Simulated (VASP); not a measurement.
**SiO2: single point with r2SCAN**

SiO2:

```
Si O
1.0
    -2.34958    2.34958    3.65636
     2.34958   -2.34958    3.65636
     2.34958    2.34958   -3.65636
Si O
2 4
Direct
  0.00000 0.00000 0.00000
  0.75000 0.25000 0.50000
  0.97317 0.62500 0.84817
  0.37500 0.22317 0.34817
  0.77683 0.12500 0.15183
  0.87500 0.02683 0.65183
```

This cell differs from its parent crystal: strain -0.050 along x and y, +0.000 along z.

```
Program                : VASP 6.6.1
Task                   : single point
Functional             : r2SCAN
Potentials or basis    : VASP PAW PBE potentials, release 64 (Si, O)
Cutoff                 : 520 eV
k mesh                 : 6 × 6 × 6
Occupations            : gaussian, width 0.05 eV
Spin                   : no spin polarisation
Dipole correction      : no
Further INCAR settings : ALGO = Normal; EDIFF = 1e-06; NBANDS = 25
```

```json
{
 "Pressure": "21.3 GPa",
 "Largest force": "1.414 eV/Å",
 "Band gap on the k mesh": "6.95 eV, direct"
}
```

Forces on the atoms (eV/Å):
```
Si   0.000  0.000  0.000
Si   0.000  0.000  0.000
O    0.000  1.414  0.000
O    1.414  0.000  0.000
O    0.000 -1.414  0.000
O   -1.414  0.000  0.000
```

Stress tensor (GPa, compression positive):
```
22.03  0.00  0.00
 0.00 22.03  0.00
 0.00  0.00 19.90
```

Levels at points of the mesh, in eV from the valence-band top:
| k point | band 13 | band 14 | band 15 | band 16 | band 17 | band 18 | band 19 | band 20 |
| --- | --- | --- | --- | --- | --- | --- | --- | --- |
| (0.00, 0.00, 0.00) | -1.82 | -0.78 | 0.00 | 0.00 | 6.95 | 9.99 | 12.46 | 12.46 |
| (0.50, 0.00, 0.00) | -1.73 | -0.88 | -0.63 | -0.15 | 9.74 | 9.83 | 10.97 | 11.84 |
| (0.50, 0.50, 0.00) | -1.17 | -1.17 | -0.44 | -0.44 | 10.29 | 10.29 | 11.98 | 11.98 |
| (0.50, 0.50, 0.50) | -1.69 | -1.69 | -0.29 | -0.29 | 9.92 | 9.92 | 11.71 | 11.71 |

It took 3.8 min on 1 thread of Intel(R) Xeon(R) Platinum 8259CL CPU @ 2.50GHz (Skylake/Cascade Lake) (shared host), peak memory 0.26 GiB.

Caveat: the cell differs from its parent crystal (strain -0.050 along x and y, +0.000 along z); the PAW data sets were made with another functional, which shifts forces and pressure a little. A k mesh can miss the band edges.
